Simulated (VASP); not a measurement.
# Ru (P6/mmm) in VASP: a series of runs, part 2 of 2

VASP 6.6.1.

## (3) Single point, revPBE (volume scaled by 1.08)

The input, INCAR:

```
  ALGO = Normal
  EDIFF = 1E-6
  ENCUT = 520
  GGA = RE
  ISIF = 2
  ISMEAR = -1
  LASPH = True
  LCHARG = True
  LELF = True
  LREAL = False
  LVHAR = True
  LWAVE = False
  NBANDS = 28
  NELM = 60
  PREC = Accurate
  SIGMA = 0.1
```

The input, KPOINTS:

```
k-points
0
Gamma
  10 10 13
```

The input, POSCAR:

```
Ru
1.0
    4.3955503892      0.0000000000      0.0000000000
   -2.1977751946      3.8066583007      0.0000000000
    0.0000000000      0.0000000000      2.7635362233
Ru
3
Direct
    0.0000000000      0.0000000000      0.0000000000
    0.3333333333      0.6666666667      0.5000000000
    0.6666666667      0.3333333333      0.5000000000
```

Potentials or basis: VASP PAW PBE potentials, release 64 (Ru_pv).

Launch:

```
$ cat potpaw_PBE.64/Ru_pv/POTCAR > POTCAR
$ mpirun -np 1 vasp_std > vasp.out
```

OUTCAR:

```text
EDIFF = 1E-6
   ENCUT = 520
   GGA = RE
   ISIF = 2
   ISMEAR = -1
   LASPH = True
   LREAL = False
   NELM = 60
   PREC = Accurate

 ion  position               nearest neighbor table
   1  0.000  0.000  0.000-   2 2.89   3 2.89   2 2.89   3 2.89   3 2.89   3 2.89   2 2.89   2 2.89
                             3 2.89   3 2.89   2 2.89   2 2.89
   2  0.333  0.667  0.500-   3 2.54   3 2.54   3 2.54   1 2.89   1 2.89   1 2.89   1 2.89   1 2.89
                             1 2.89
   3  0.667  0.333  0.500-   2 2.54   2 2.54   2 2.54   1 2.89   1 2.89   1 2.89   1 2.89   1 2.89
                             1 2.89

  LATTYP: Found a hexagonal cell.
[... 936 lines left out ...]
 [... further k-points ...]
[... 5 lines left out ...]
  --------------------------------------------------------------------------------------
  -------------------------------------------------------------------------------------
  Total       -5.4291049     -5.4291049     -4.6643812      0.0000000     -0.0000000      0.0000000
  in kB     -188.1119980   -188.1119980   -161.6152364      0.0000000     -0.0000000      0.0000000
  external PRESSURE =    -179.2797441 kB  Pullay stress =       0.0000000 kB

 VOLUME and BASIS-vectors are now :
 -----------------------------------------------------------------------------
  energy-cutoff  :      520.00
  volume of cell :       46.24
      direct lattice vectors                 reciprocal lattice vectors
     4.395550389  0.000000000  0.000000000     0.227502795  0.131348800  0.000000000
    -2.197775195  3.806658301  0.000000000     0.000000000  0.262697600  0.000000000
     0.000000000  0.000000000  2.763536223     0.000000000  0.000000000  0.361855217

 POSITION                                       TOTAL-FORCE (eV/Angst)
 -----------------------------------------------------------------------------------
      0.00000      0.00000      0.00000        -0.000000     -0.000000      0.000000
     -0.00000      2.53777      1.38177         0.000000     -0.000000     -0.000000
      2.19778      1.26889      1.38177        -0.000000      0.000000      0.000000
 -----------------------------------------------------------------------------------
    total drift:                                0.000000      0.000000     -0.000000

  FREE ENERGIE OF THE ION-ELECTRON SYSTEM (eV)
  ---------------------------------------------------
  free  energy   TOTEN  =       -25.2720068141 eV

  energy  without entropy=      -25.1357933676  energy(sigma->0) =      -25.20390009
```

OSZICAR:

```text
N       E                     dE             d eps       ncg     rms          rms(c)
DAV:   1     0.471816093527E+03    0.47182E+03   -0.25445E+04  5504   0.162E+03
DAV:   2    -0.143854031273E+02   -0.48620E+03   -0.47526E+03  5808   0.498E+02
DAV:   3    -0.269911158645E+02   -0.12606E+02   -0.12275E+02  5976   0.862E+01
DAV:   4    -0.271358084705E+02   -0.14469E+00   -0.14455E+00  6820   0.841E+00
DAV:   5    -0.271386784919E+02   -0.28700E-02   -0.28698E-02  6236   0.110E+00    0.162E+01
DAV:   6    -0.254511657941E+02    0.16875E+01   -0.59776E+00  5808   0.196E+01    0.497E+00
DAV:   7    -0.263138414452E+02   -0.86268E+00   -0.76427E+00  5892   0.210E+01    0.967E+00
DAV:   8    -0.252779702352E+02    0.10359E+01   -0.40907E+00  5744   0.106E+01    0.103E+00
DAV:   9    -0.252720795293E+02    0.58907E-02   -0.31765E-02  5960   0.130E+00    0.257E-01
DAV:  10    -0.252719968036E+02    0.82726E-04   -0.20391E-03  6924   0.388E-01    0.627E-02
DAV:  11    -0.252720036097E+02   -0.68062E-05   -0.58099E-05  6312   0.646E-02    0.274E-02
DAV:  12    -0.252720072388E+02   -0.36291E-05   -0.73079E-06  5492   0.265E-02    0.373E-03
DAV:  13    -0.252720068141E+02    0.42471E-06   -0.59031E-07  3692   0.764E-03
   1 F= -.25272007E+02 E0= -.25203900E+02  d E =-.136213E+00
```

stdout:

```text
POSCAR found type information on POSCAR Ru
 POSCAR found :  1 types and       3 ions
 scaLAPACK will be used
 -----------------------------------------------------------------------------
|                                                                             |
|                                                                             |
|     You enforced a specific xc type in the INCAR file but a different       |
|     I HOPE YOU KNOW WHAT YOU ARE DOING!                                     |
|                                                                             |
 -----------------------------------------------------------------------------

 LDA part: xc-table for (Slater+PW92), standard interpolation
 POSCAR, INCAR and KPOINTS ok, starting setup
 FFT: planning ... GRIDC
 FFT: planning ... GRID_SOFT
 FFT: planning ... GRID
 WAVECAR not read
 entering main loop
```

It took 44 s on 1 thread of Intel Xeon 6975P-C (Granite Rapids), shared host; peak memory 0.24 GiB.

What came out:

| Item | Value |
| --- | --- |
| Free energy | -25.2720 eV |
| Pressure | -17.9 GPa |
| Band gap on the k mesh | zero (band 21 reaches 11.74 eV, above the bottom of band 22 at 9.75 eV) |

Levels at points of the mesh, in eV from the Fermi level:
| k point | band 17 | band 18 | band 19 | band 20 | band 21 | band 22 | band 23 | band 24 | band 25 | band 26 |
| --- | --- | --- | --- | --- | --- | --- | --- | --- | --- | --- |
| (0.00, 0.00, 0.00) | -2.39 | -1.81 | -1.81 | -1.22 | -1.22 | -1.12 | -1.12 | 1.39 | 1.39 | 8.55 |
| (0.50, 0.00, 0.00) | -2.20 | -2.16 | -1.00 | -0.93 | 0.32 | 0.65 | 0.69 | 0.70 | 1.14 | 1.30 |

Caveat: the PAW data sets were made with another functional, which shifts forces and pressure a little.

## (4) Single point, revPBE (volume scaled by 0.88)

The input, INCAR:

```
ALGO     = Normal         # electronic algorithm
EDIFF    = 1E-6           # SCF threshold, eV
ENCUT    = 600            # plane-wave cutoff, eV
GGA      = RE             # functional
GGA_COMPAT= F            
ISIF     = 2              # what is computed and relaxed
ISMEAR   = -1             # smearing method
LASPH    = T              # aspherical terms in the spheres
LCHARG   = T              # write CHGCAR
LELF     = T              # ELF
LREAL    = F              # projectors in reciprocal space
LVHAR    = T            
LWAVE    = F              # write WAVECAR
NBANDS   = 31             # bands
NELM     = 120            # most SCF steps
PREC     = Accurate       # precision mode
SIGMA    = 0.1            # smearing width, eV
```

KPOINTS is that of step 3.

The input, POSCAR:

```
Ru
1.0
    4.1055016902      0.0000000000      0.0000000000
   -2.0527508451      3.5554687590      0.0000000000
    0.0000000000      0.0000000000      2.5811790631
Ru
3
Direct
    0.0000000000      0.0000000000      0.0000000000
    0.3333333333      0.6666666667      0.5000000000
    0.6666666667      0.3333333333      0.5000000000
```

Potentials or basis: VASP PAW PBE potentials, release 64 (Ru_sv).

Launch:

```
$ cat potpaw_PBE.64/Ru_sv/POTCAR > POTCAR
$ mpirun -np 1 vasp_std > vasp.out
```

It took 77 s on 1 thread of Intel Xeon Platinum 8488C (Sapphire Rapids), shared host; peak memory 0.24 GiB.

Results (log left out):

* Free energy: -24.9265 eV
* Pressure: 48.4 GPa
* Band gap on the k mesh: zero (band 24 reaches 18.26 eV, above the bottom of band 25 at 15.52 eV)

Stress tensor (GPa, compression positive):
```
50.11  0.00  0.00
 0.00 50.11  0.00
 0.00  0.00 44.87
```

Levels at points of the mesh, in eV from the Fermi level:
```csv
k point,band 22,band 23,band 24,band 25,band 26,band 27
"(0.00, 0.00, 0.00)",-2.48,-1.70,-1.70,-1.58,-1.58,1.98
"(0.50, 0.00, 0.00)",-1.38,-1.31,0.49,0.93,0.95,0.98
```

Caveat: the PAW data sets were made with another functional, which shifts forces and pressure a little.

## (5) Overview

```csv
potentials or basis,cell,cutoff (eV),second run,gap on the mesh (eV),pressure (GPa)
"VASP PAW PBE potentials, release 64 (Ru_pv)","a = 4.284, b = 4.284, c = 2.694 Å, angles 90.0, 90.0, 120.0°, 3 atoms",520,-,none,0.0
"VASP PAW PBE potentials, release 64 (Ru_pv)","a = 4.396, b = 4.396, c = 2.764 Å, angles 90.0, 90.0, 120.0°, 3 atoms",520,-,none,-17.9
"VASP PAW PBE potentials, release 64 (Ru_sv)","a = 4.106, b = 4.106, c = 2.581 Å, angles 90.0, 90.0, 120.0°, 3 atoms",600,valence_matched,none,48.4
```

Alike in all rows: task single point; level revPBE; no spin polarisation; k mesh 10 × 10 × 13; smearing fermi-dirac 0.1 eV.

Caveats: the PAW data sets were made with another functional, which shifts forces and pressure a little.

Absolute energies hang on the potentials; compare differences alone.
